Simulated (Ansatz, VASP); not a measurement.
**MgW: VASP beside Ansatz**

```xyz
2
Lattice="2.8418 -3.7716 0.0000 2.8418 3.7716 0.0000 0.0000 0.0000 3.2505" Properties=species:S:1:pos:R:3 pbc="T T T"
Mg    2.8418    0.0000    0.0000
W     0.0000    0.0000    0.0000
```

Alike in both runs: task single point; functional PBE; k mesh 4 × 4 × 6; occupations gaussian, width 0.1 eV; no spin polarisation.

|  | VASP | Ansatz |
| --- | --- | --- |
| version | VASP 6.6.1 | Ansatz 0.2.0 |
| potentials or method | VASP PAW PBE potentials, release 64 (Mg, W_sv), cutoff 520 eV | scalar-relativistic, plane waves, PAW |
| valence electrons in the cell | 16 | 24 |

Ansatz gave:

```
gap on the k mesh at the Fermi level (eV)                     : none
pressure (GPa)                                                : -13.5
traceless stress, the component that is largest in VASP (GPa) : -9.09
```

Problem. What did VASP give for the same quantities?

Solution. gap on the k mesh at the Fermi level (eV): none; pressure (GPa): -13.5; traceless stress, the component that is largest in VASP (GPa): -9.08.

A gap of «none» marks a metal or a gap that the smearing closes. VASP's potentials hold 16 valence electrons a cell and Ansatz's 24, so a difference there can come from the potentials and not from the codes.

Neither program's run includes spin-orbit coupling.
